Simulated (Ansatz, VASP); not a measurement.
**One calculation of KF, two programs**

POSCAR

```
KF
1.0
    0.0265896056      2.6589605554      2.6589605554
    2.6589605554      0.0265896056      2.6589605554
    2.6855501609      2.6855501609     -0.0000000001
K F
1 1
Direct
    0.0000000000      0.0000000000      0.0000000000
    0.5000000000      0.5000000000      0.5000000000
```

The input INCAR.step1:

```
SYSTEM = KF
ALGO = Normal
EDIFF = 1E-4
ENCUT = 520
GGA = PE
ISMEAR = 0
LASPH = .TRUE.
LCHARG = .FALSE.
LREAL = .FALSE.
LWAVE = .TRUE.
NBANDS = 15
NELM = 80
PREC = Accurate
SIGMA = 0.01
```

File INCAR.step2:

```
SYSTEM = KF
ALGO = Normal
EDIFF = 1E-7
ENCUT = 520
ISIF = 2
ISMEAR = 0
ISTART = 1
LASPH = .TRUE.
LCHARG = .FALSE.
LMIXTAU = .TRUE.
LREAL = .FALSE.
LWAVE = .FALSE.
METAGGA = R2SCAN
NBANDS = 15
NELM = 80
PREC = Accurate
SIGMA = 0.01
```

File KPOINTS:

```
k-points
0
G
  8 8 8
  0 0 0
```

Input for Ansatz:

```yaml
crystal:
  lattice:
    - [0.0265896056, 2.6589605554, 2.6589605554]
    - [2.6589605554, 0.0265896056, 2.6589605554]
    - [2.6855501609, 2.6855501609, -1.0e-10]
  atoms:
    - { symbol: K, position: [0.0, 0.0, 0.0] }
    - { symbol: F, position: [0.5, 0.5, 0.5] }
kpoints:
  mp_grid: { grid: [8, 8, 8] }
  band_path:
    path:
      - [0.0, 0.0, 0.0]
      - [0.5, 0.0, 0.5]
      - [0.625, 0.25, 0.625]
      - [0.375, 0.375, 0.75]
      - [0.5, 0.5, 0.5]
      - [0.5, 0.25, 0.75]
    npoints: 1
hamiltonian:
  xc: r2scan
scf:
  occupations: { method: fixed }
  n_extra_bands: 4
output:
  forces: true
  stress: true
  eigenvalues: true
```

Change from the starting cell: shear_xy strain +2.0%.

Alike in both runs: task single point; functional r2SCAN; k mesh 8 × 8 × 8; no spin polarisation.

|  | VASP | Ansatz |
| --- | --- | --- |
| version | VASP 6.6.1 | Ansatz 0.2.0 |
| potentials or method | VASP PAW PBE potentials, release 64 (K_sv, F) | plane waves, PAW |
| plane-wave cutoff (eV) | 520 | 500 |
| occupations | gaussian, width 0.01 eV | fixed |
| valence electrons in the cell | 16 | 16 |

|  | VASP | Ansatz | Ansatz less VASP |
| --- | --- | --- | --- |
| gap on the k mesh at the Fermi level (eV) | 6.90 | 6.90 | +0.001 |
| pressure (GPa) | 0.0 | 0.0 | +0.04 |
| traceless stress, the component that is largest in VASP (GPa) | -0.25 | -0.25 | -0.001 |

VASP's potentials were made for PBE, not for r2SCAN.
